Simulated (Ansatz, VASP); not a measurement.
One calculation of LiH, two programs

```
Li H
1.0
     0.00000    2.07112    2.07112
     2.07112    0.00000    2.07112
     2.07112    2.07112    0.00000
Li H
1 1
Direct
  0.00000 0.00000 0.00000
  0.25000 0.25000 0.25000
```

Change from the starting cell: hydrostatic strain -3.5%.

Alike in both runs: task single point; functional HSE06; k mesh 8 × 8 × 8; no spin polarisation.

```csv
,VASP,Ansatz
version,VASP 6.6.1,Ansatz 0.2.0
potentials or method,"VASP PAW PBE potentials, release 64 (Li_sv, H)","plane waves, PAW"
plane-wave cutoff (eV),520,420
occupations,"gaussian, width 0.01 eV",fixed
valence electrons in the cell,4,4
```

```tsv
	VASP	Ansatz	Ansatz less VASP
gap on the k mesh at the Fermi level (eV)	5.43	5.43	+0.001
```

Ansatz's warnings: stress exchange threshold loose, stress scf threshold loose.

Noted on VASP's run: the cutoff is short for stress, so the pressure is rough.
